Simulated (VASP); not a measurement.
A run of VASP 6.6.1 is set up as follows.

Contents of INCAR:

```
ALGO = Normal
DIPOL = 0.5 0.5 0.399
EDIFF = 1E-6
ENCUT = 1000
GGA = PE
GGA_COMPAT = False
IDIPOL = 3
ISIF = 2
ISMEAR = 0
IVDW = 12
LASPH = True
LCHARG = False
LDIPOL = True
LREAL = False
LWAVE = False
NBANDS = 50
NELM = 120
NELMDL = -8
PREC = Accurate
SIGMA = 0.05
```

File KPOINTS:

```
k-points
0
Gamma
  7 7 1
```

Contents of POSCAR:

```
SnO
1.0
    3.8201630918      0.0000000000      0.0000000000
    0.0000000000      3.8201630918      0.0000000000
    0.0000000000      0.0000000000     22.2260821141
Sn O
4 4
Direct
    0.7500000000      0.2500000000      0.2024648328
    0.2500000000      0.7500000000      0.3087832134
    0.2500000000      0.7500000000      0.4887519537
   -0.2500000000      1.2500000000      0.5950703343
    0.2500000000      0.2500000000      0.2556240231
    0.7500000000      0.7500000000      0.2556240231
   -0.2500000000      0.7500000000      0.5419111440
    0.2500000000      1.2500000000      0.5419111440
```

Potentials or basis: VASP PAW PBE potentials, release 64 (Sn_d, O_h).

Command:

```console
$ cat potpaw_PBE.64/Sn_d/POTCAR potpaw_PBE.64/O_h/POTCAR > POTCAR
$ mpirun -np 1 vasp_std > vasp.out
```

Estimate the dispersion energy per atom.

-0.157 eV.

Estimate the largest force.

0.093 eV/Å.

Predict the band gap on the k mesh.

2.21 eV (least direct gap 2.46 eV).

Forces on the atoms (eV/Å):
```
Sn   0.000  0.000 -0.076
Sn   0.000  0.000 -0.093
Sn   0.000  0.000  0.093
Sn   0.000  0.000  0.076
O    0.000  0.000 -0.009
O    0.000  0.000 -0.009
O    0.000  0.000  0.009
O    0.000  0.000  0.009
```

Caveat: spin-orbit coupling is left out, which moves the levels of the heavy elements.
